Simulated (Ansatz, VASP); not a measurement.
## One calculation of CrBrO, two programs

```
Cr O Br
1.0
     3.58867    0.00000    0.00000
     0.00000    3.44643    0.00000
     0.00000    0.00000    7.73857
Cr O Br
2 2 2
Direct
  0.25000 0.25000 0.10577
  0.75000 0.75000 0.89423
  0.25000 0.75000 0.93535
  0.75000 0.25000 0.06465
  0.25000 0.75000 0.32120
  0.75000 0.25000 0.67880
```

Alike in both runs: functional LDA; k mesh 5 × 6 × 2; no spin polarisation; Hubbard terms Cr d U = 4.0 eV.

Ansatz relaxed the structure, and its values are those at the end. VASP's run is a single point on that final structure, the one shown.

|  | VASP | Ansatz |
| --- | --- | --- |
| version | VASP 6.6.1 | Ansatz 0.2.0 |
| potentials or method | VASP PAW LDA potentials, release 64 (Cr_pv, O, Br), cutoff 520 eV | PAW plane waves |
| occupations | fermi-dirac, width 0.1 eV | fermi-dirac |
| valence electrons in the cell | 50 | 54 |

```tsv
	VASP	Ansatz	Ansatz less VASP
gap on the k mesh at the Fermi level (eV)	none	none	-
pressure (GPa)	2.4	0.0	-2.39
rms of the force components (eV/Å)	0.101	0.001	-0.1001
```

LDA's correlation is that of Perdew and Zunger in VASP and of Perdew and Wang (1992) in Ansatz. The programs project onto different local orbitals, so the same U acts differently, and such runs can settle in different states. A gap of «none» marks a metal or a gap that the smearing closes. VASP's potentials hold 50 valence electrons a cell and Ansatz's 54, so a difference there can come from the potentials and not from the codes. Ansatz's warnings: filled band counts differ across k points.

The k mesh is coarse, so the values compare programs but aren't converged.
